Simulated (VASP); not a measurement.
# Ag: single point with BLYP+D3(BJ)

Ag:

```xyz
1
Lattice="-1.6219 1.6219 1.6219 1.6219 -1.6219 1.6219 1.6219 1.6219 -1.6219" Properties=species:S:1:pos:R:3 pbc="T T T"
Ag    0.0000    0.0000    0.0000
```

```
Program             : VASP 6.6.1
Task                : single point
Functional          : BLYP
Dispersion          : D3(BJ)
Potentials or basis : VASP PAW PBE potentials, release 64 (Ag)
Cutoff              : 520 eV
k mesh              : 11 × 11 × 11
Occupations         : fermi-dirac, width 0.05 eV
Spin                : no spin polarisation
```

| Property | Result |
| --- | --- |
| Pressure | 0.2 GPa |
| Dispersion energy per atom | -1.341 eV |

Levels at points of the mesh, in eV from the Fermi level:
```
           k point  band 2  band 3  band 4  band 5  band 6  band 7  band 8  band 9  band 10  band 11
(0.00, 0.00, 0.00)   -5.05   -5.05   -5.05   -3.71   -3.71   18.18   18.18   18.18    23.98    23.98
```

It took 18 s on 1 thread of Intel Xeon 8259CL, on a shared host, peak memory 0.15 GiB.

Caveat: the PAW data sets were made with another functional, which shifts forces and pressure a little; pairwise dispersion overbinds metals, which lowers pressure and volume.
